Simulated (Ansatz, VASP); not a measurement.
# Two plane-wave programs on Ir

File INCAR:

```
PREC = Accurate ; ENCUT = 560
EDIFF = 1E-6 ; ISMEAR = -1
SIGMA = 1.0 ; LREAL = False
LASPH = True ; NELM = 120
ALGO = Normal ; ISIF = 2
LWAVE = False ; LCHARG = True
GGA = CA ; LELF = True
LVHAR = True ; NBANDS = 14
GGA_COMPAT = False
```

File KPOINTS:

```
Automatic mesh
0
Gamma
  14 14 14
```

POSCAR

```
Ir
1.0
    0.0000000000      1.9060927672      1.9060927672
    1.9060927672      0.0000000000      1.9060927672
    1.9060927672      1.9060927672      0.0000000000
Ir
1
Direct
    0.0000000000      0.0000000000      0.0000000000
```

Input for Ansatz:

```yaml
crystal:
  lattice:
    - [0.0, 1.9060927672, 1.9060927672]
    - [1.9060927672, 0.0, 1.9060927672]
    - [1.9060927672, 1.9060927672, 0.0]
  atoms:
    - { symbol: Ir, position: [0.0, 0.0, 0.0] }
hamiltonian:
  xc: lda
  pseudopotentials:
    kind: paw
    azcp:
      Ir: "pseudopotentials/Ir.paw.azcp"
basis:
  ecutwfc: 420
  fft_grid_basis: typed
kpoints:
  mp_grid: { grid: [14, 14, 14], shift: [0, 0, 0] }
magnetization:
  spin_polarized: false
scf:
  occupations: { method: fermi_dirac, width: 1.0 }
  lower_state_search: "off"
output:
  stress: true
```

Alike in both runs: task single point; functional LDA; k mesh 14 × 14 × 14; occupations fermi-dirac, width 1 eV; no spin polarisation.

```csv
,VASP,Ansatz
version,VASP 6.6.1,Ansatz 0.2.0
potentials or method,"VASP PAW LDA potentials, release 64 (Ir_sv_GW), cutoff 560 eV","plane waves (420 eV) with PAW, scalar-relativistic"
valence electrons in the cell,17,17
```

|  | VASP | Ansatz | Ansatz less VASP |
| --- | --- | --- | --- |
| pressure (GPa) | 23.6 | 23.9 | +0.36 |

Ansatz warns that its potentials were made for another functional, while VASP's fit it. LDA's correlation is that of Perdew and Zunger in VASP and of Perdew and Wang (1992) in Ansatz.

Neither program's run includes spin-orbit coupling.
